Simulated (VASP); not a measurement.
# Zr3O: single point with r2SCAN

The system is Zr3O.

```
CELL_PARAMETERS angstrom
5.53795 0.00000 0.00000
-2.76898 4.79601 0.00000
0.00000 0.00000 5.27992
ATOMIC_POSITIONS crystal
Zr 0.00000 0.66151 0.50000
Zr 0.00000 0.33849 0.00000
Zr 0.66151 0.66151 0.00000
Zr 0.66151 0.00000 0.50000
Zr 0.33849 0.33849 0.50000
Zr 0.33849 0.00000 0.00000
O 0.66667 0.33333 0.75000
O 0.33333 0.66667 0.25000
```

This cell differs from its parent crystal: biaxial strain in the a-b plane: -2.0 %, then relaxed in part.

* Program: VASP 6.6.1
* Task: single point
* Functional: r2SCAN
* Potentials or basis: VASP PAW PBE potentials, release 64 (Zr_sv, O)
* Cutoff: 520 eV
* k mesh: 6 × 6 × 8
* Occupations: gaussian, width 0.1 eV
* Spin: no spin polarisation
* Dipole correction: no
* Further INCAR settings: ALGO = Normal; EDIFF = 1e-06; NBANDS = 52

```json
{
 "Pressure": "3.7 GPa",
 "Largest force": "0.013 eV/Å",
 "Band gap on the k mesh": "zero (band 42 reaches 10.49 eV, above the bottom of band 43 at 9.72 eV)"
}
```

Forces on the atoms (eV/Å):
```
Zr  -0.006  0.011  0.000
Zr   0.006 -0.011  0.000
Zr   0.006  0.011  0.000
Zr   0.013  0.000  0.000
Zr  -0.006 -0.011  0.000
Zr  -0.013  0.000  0.000
O    0.000  0.000  0.000
O    0.000  0.000  0.000
```

Stress tensor (GPa, compression positive):
```
5.44 0.00 0.00
0.00 5.44 0.00
0.00 0.00 0.10
```

Levels at points of the mesh, in eV from the Fermi level:
```csv
k point,band 38,band 39,band 40,band 41,band 42,band 43,band 44,band 45,band 46,band 47
"(0.00, 0.00, 0.00)",-1.39,-1.00,-1.00,-0.05,0.62,0.75,0.75,0.91,0.91,1.49
"(0.50, 0.00, 0.00)",-1.51,-1.50,-1.00,-0.69,-0.34,0.62,1.04,1.45,1.45,1.93
"(0.00, 0.00, 0.50)",-1.18,-0.31,-0.31,-0.15,-0.15,0.03,0.03,0.16,0.16,1.80
"(0.50, 0.00, 0.50)",-1.22,-0.97,-0.97,-0.49,-0.49,0.14,0.14,1.17,1.17,1.78
```

It took 20 min on 1 thread of Oxide Virtual Turin-like Processor, with other jobs on the host, peak memory 0.35 GiB.

Caveat: the cell differs from its parent crystal (biaxial strain in the a-b plane: -2.0 %, then relaxed in part); the PAW data sets were made with another functional, which shifts forces and pressure a little.
